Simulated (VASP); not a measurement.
Set up this calculation in VASP 6.6.1, as the native input.

| Property | Result |
| --- | --- |
| Task | relaxation of cell and atoms |
| Functional | PBE |
| Potentials or basis | VASP PAW PBE potentials, release 64 (B) |
| Cutoff | 600 eV |
| k mesh | 4 × 4 × 4 |
| Occupations | gaussian, width 0.1 eV |
| Spin | no spin polarisation |
| Dipole correction | no |
| Further INCAR settings | ALGO = Normal; EDIFF = 1e-07; IBRION = 2; EDIFFG = -0.04; NSW = 90; ISIF = 3 |

The structure of B lies in POSCAR:

```
B
1.0
    2.7398460300     -4.4811724400      0.0000000000
    2.7398460300      4.4811724400      0.0000000000
   -1.4395387300      0.0000000000      4.0000843500
B
12
Direct
    0.8789378800      0.4572746800      0.8074150600
    0.5427253200      0.1210621200      0.6925849400
    0.1210621200      0.5427253200      0.1925849400
    0.4572746800      0.8789378800      0.3074150600
    0.1936866600      0.4284146600      0.8280985500
    0.5715853400      0.8063133400      0.6719014500
    0.8063133400      0.5715853400      0.1719014500
    0.4284146600      0.1936866600      0.3280985500
    0.4341453400      0.3084540200      0.9670283900
    0.6915459800      0.5658546600      0.5329716100
    0.5658546600      0.6915459800      0.0329716100
    0.3084540200      0.4341453400      0.4670283900
```

The cell was built from a structure type or drawn by symmetry, and may not be a known phase.

One way to write it, as run:

INCAR

```
SYSTEM = B
  ALGO = Normal
  EDIFF = 1E-7
  EDIFFG = -0.04
  ENCUT = 600
  GGA = PE
  IBRION = 2
  ISIF = 3
  ISMEAR = 0
  LASPH = .TRUE.
  LCHARG = .FALSE.
  LREAL = .FALSE.
  LWAVE = .FALSE.
  NELM = 60
  NSW = 90
  PREC = Accurate
  SIGMA = 0.1
```

KPOINTS

```
k-points
0
G
  4 4 4
  0 0 0
```

Potentials or basis: VASP PAW PBE potentials, release 64 (B).

The run is started by

```sh
$ cat potpaw_PBE.64/B/POTCAR > POTCAR
$ mpirun -np 1 vasp_std > vasp.out
```

It gave:

```json
{
  "Relaxed volume": "8.39 Å³/atom",
  "Relaxed cell": "a = 4.851 Å, b = 4.851 Å, c = 4.770 Å, α = 96.81°, β = 96.81°, γ = 113.25°",
  "Space group after relaxing (to 0.1 Å)": "C2/c (No. 15)",
  "Energy gained by relaxing": "305.9 meV/atom",
  "Ionic steps": "34",
  "Pressure after relaxing": "0.1 GPa",
  "Largest force after relaxing": "0.025 eV/Å",
  "Band gap on the k mesh": "zero (bands 18 and 19 overlap by 1.15 eV)"
}
```

Caveat: the k points lie up to 0.36 Å⁻¹ apart in the final cell, too coarse for converged energies and pressures of a metal.

Run time: 30 min on 1 thread of Intel(R) Xeon(R) Platinum 8259CL CPU @ 2.50GHz (Skylake/Cascade Lake), on a shared host, peak memory 0.25 GiB.
